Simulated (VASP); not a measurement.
Set up this calculation in VASP 6.6.1, as the native input.

* Task: single point
* Functional: PBEsol
* Potentials or basis: VASP PAW PBE potentials, release 64 (Mg, S)
* Cutoff: 520 eV
* k mesh: 8 × 8 × 8
* Occupations: gaussian, width 0.01 eV
* Spin: no spin polarisation
* Dipole correction: no
* Further INCAR settings: ALGO = Normal; EDIFF = 1e-06; NBANDS = 11

The structure of MgS lies in POSCAR:

```
MgS
1.0
    2.5029884614      2.5029884614      0.0000000000
   -2.5029884614      2.5029884614      0.0000000000
    0.0000000000      2.5029884614      2.5029884614
Mg S
1 1
Direct
    0.0000000000      0.0000000000      0.0000000000
    0.5000000000      0.5000000000      0.0000000000
```

One way to write it, as run:

INCAR

```
SYSTEM = MgS
PREC = Accurate
ENCUT = 520
EDIFF = 1E-6
ISMEAR = 0
SIGMA = 0.01
LREAL = .FALSE.
LASPH = .TRUE.
NELM = 80
ALGO = Normal
ISIF = 2
LWAVE = .FALSE.
LCHARG = .TRUE.
GGA = PS
LELF = .TRUE.
LVHAR = .TRUE.
NBANDS = 11
```

KPOINTS

```
regular mesh
0
G
  8 8 8
  0 0 0
```

Potentials or basis: VASP PAW PBE potentials, release 64 (Mg, S).

Launch:

```sh
$ cat potpaw_PBE.64/Mg/POTCAR potpaw_PBE.64/S/POTCAR > POTCAR
$ mpirun -np 1 vasp_std > vasp.out
```

Results of the run:

```json
{
  "Pressure": "9.8 GPa",
  "Band gap on the k mesh": "2.94 eV, indirect (least direct gap 4.57 eV)"
}
```

Caveat: the PAW data sets were made with another functional, which shifts forces and pressure a little.

Run time: 19 s on 1 thread of AMD EPYC 7R43 64-Core Processor (Zen 3) (shared host), peak memory 0.12 GiB.
